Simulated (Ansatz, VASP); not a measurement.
One calculation of As, two programs

INCAR

```
  ALGO = Normal
  EDIFF = 1E-7
  ENCUT = 520
  GGA = PS
  ISIF = 2
  ISMEAR = 0
  LASPH = True
  LCHARG = True
  LELF = True
  LREAL = False
  LVHAR = True
  LWAVE = False
  NBANDS = 12
  NELM = 60
  PREC = Accurate
  SIGMA = 0.15
```

File KPOINTS:

```
k-points
0
Gamma
  18 18 18
```

Contents of POSCAR:

```
As
1.0
    1.9055026503      1.1001424681      3.3921851600
   -1.9055026503      1.1001424681      3.3921851600
    0.0000000000     -2.2002849361      3.3921851600
As
2
Direct
    0.2275400000      0.2275400000      0.2275400000
    0.7724600000      0.7724600000      0.7724600000
```

Input for Ansatz:

```yaml
crystal:
  lattice:
    - [1.9055026503, 1.1001424681, 3.39218516]
    - [-1.9055026503, 1.1001424681, 3.39218516]
    - [0.0, -2.2002849361, 3.39218516]
  atoms:
    - { symbol: As, position: [0.22754, 0.22754, 0.22754] }
    - { symbol: As, position: [0.77246, 0.77246, 0.77246] }
basis:
  ecutwfc: 420
kpoints:
  mp_grid: { grid: [18, 18, 18] }
hamiltonian:
  xc: pbesol
scf:
  occupations: { method: gaussian, width: 0.15 }
output:
  forces: true
  stress: true
  eigenvalues: true
```

Alike in both runs: task single point; functional PBEsol; k mesh 18 × 18 × 18; occupations gaussian, width 0.15 eV; no spin polarisation.

```csv
,VASP,Ansatz
version,VASP 6.6.1,Ansatz 0.2.0
potentials or method,"VASP PAW PBE potentials, release 64 (As), cutoff 520 eV","scalar-relativistic, plane waves, PAW"
valence electrons in the cell,10,30
```

```csv
,VASP,Ansatz,Ansatz less VASP
gap on the k mesh at the Fermi level (eV),none,none,-
pressure (GPa),-0.2,-0.6,-0.39
"traceless stress, the component that is largest in VASP (GPa)",0.76,0.88,+0.122
rms of the force components (eV/Å),0.186,0.153,-0.0328
```

VASP's potentials were made for PBE, not for PBEsol. Atom by atom the forces differ by 0.033 eV/Å (rms over components). A gap of «none» marks a metal or a gap that the smearing closes. VASP's potentials hold 10 valence electrons a cell and Ansatz's 30, so a difference there can come from the potentials and not from the codes.
